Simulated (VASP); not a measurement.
**ZnSnN2: single point with PBE**

ZnSnN2:

```
Zn Sn N
1.0
     1.58369    0.91434    5.25281
    -1.58369    0.91434    5.25281
     0.00000   -1.82868    5.25281
Zn Sn N
1 1 2
Direct
  0.00000 0.00000 0.00000
  0.50000 0.50000 0.50000
  0.24583 0.24583 0.24583
  0.75417 0.75417 0.75417
```

This cell differs from its parent crystal: uniaxial z strain +2.0%.

```yaml
Program: VASP 6.6.1
Task: single point
Functional: PBE
Potentials_or_basis: VASP PAW PBE potentials, release 64 (Zn, Sn_d, N)
Cutoff: 520 eV
k_mesh: 10 × 10 × 10
Occupations: fermi-dirac, width 0.02 eV
Spin: no spin polarisation
```

The pressure is 3.6 GPa, the largest force is 0.190 eV/Å and the band gap on the k mesh is 0.64 eV (least direct gap 0.74 eV).

Forces in eV/Å, atoms in the order of the input:
```
Zn   0.000  0.000  0.000
Sn   0.000  0.000  0.000
N    0.000  0.000  0.190
N    0.000  0.000 -0.190
```

Stress tensor (GPa, compression positive):
```
5.28 0.00 0.00
0.00 5.28 0.00
0.00 0.00 0.28
```

Levels at points of the mesh, in eV from the valence-band top:
| k point | band 14 | band 15 | band 16 | band 17 | band 18 | band 19 | band 20 | band 21 | band 22 | band 23 |
| --- | --- | --- | --- | --- | --- | --- | --- | --- | --- | --- |
| (0.00, 0.00, 0.00) | -0.87 | -0.86 | -0.86 | -0.10 | -0.10 | 0.64 | 3.64 | 7.88 | 8.51 | 8.51 |
| (0.50, 0.00, 0.00) | -4.52 | -2.63 | -2.59 | -2.05 | -1.18 | 3.11 | 4.15 | 6.79 | 7.58 | 9.24 |
| (0.50, 0.50, 0.00) | -5.20 | -2.95 | -2.82 | -0.08 | -0.07 | 0.76 | 3.62 | 7.50 | 8.33 | 8.52 |
| (0.50, 0.50, 0.50) | -3.92 | -0.55 | -0.55 | -0.46 | -0.46 | 3.15 | 3.80 | 7.42 | 9.55 | 9.55 |

Wall time 8.9 min on 1 thread of Oxide Virtual Turin-like Processor, with other jobs on the host, peak memory 0.32 GiB.

Caveat: the cell differs from its parent crystal (uniaxial z strain +2.0%); the cell stands under pressure; semilocal functionals underestimate gaps, and a narrow one can read as zero; spin-orbit coupling is left out, which moves the levels of the heavy elements. A k mesh can miss the band edges.
